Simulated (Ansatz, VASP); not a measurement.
# One calculation of SnTe, two programs

```xyz
2
Lattice="0.0000 3.1565 2.9040 3.1565 0.0000 2.9040 3.1565 3.1565 0.0000" Properties=species:S:1:pos:R:3 pbc="T T T"
Sn    0.0000    0.0000    0.0000
Te    3.1565    3.1565    2.9040
```

Change from the starting cell: strain +0.000 along x and y, -0.080 along z, atoms carried along.

Alike in both runs: task single point; functional PBE; k mesh 10 × 10 × 10; occupations gaussian, width 0.03 eV; no spin polarisation.

|  | VASP | Ansatz |
| --- | --- | --- |
| version | VASP 6.6.1 | Ansatz 0.2.0 |
| potentials or method | VASP PAW PBE potentials, release 64 (Sn_d, Te), cutoff 520 eV | scalar-relativistic, plane waves, PAW |
| valence electrons in the cell | 20 | 30 |

```tsv
	VASP	Ansatz	Ansatz less VASP
gap on the k mesh at the Fermi level (eV)	none	none	-
pressure (GPa)	7.9	8.0	+0.04
traceless stress, the component that is largest in VASP (GPa)	11.33	11.33	-0.001
```

A gap of «none» marks a metal or a gap that the smearing closes. VASP's potentials hold 20 valence electrons a cell and Ansatz's 30, so a difference there can come from the potentials and not from the codes.

Neither program's run includes spin-orbit coupling.
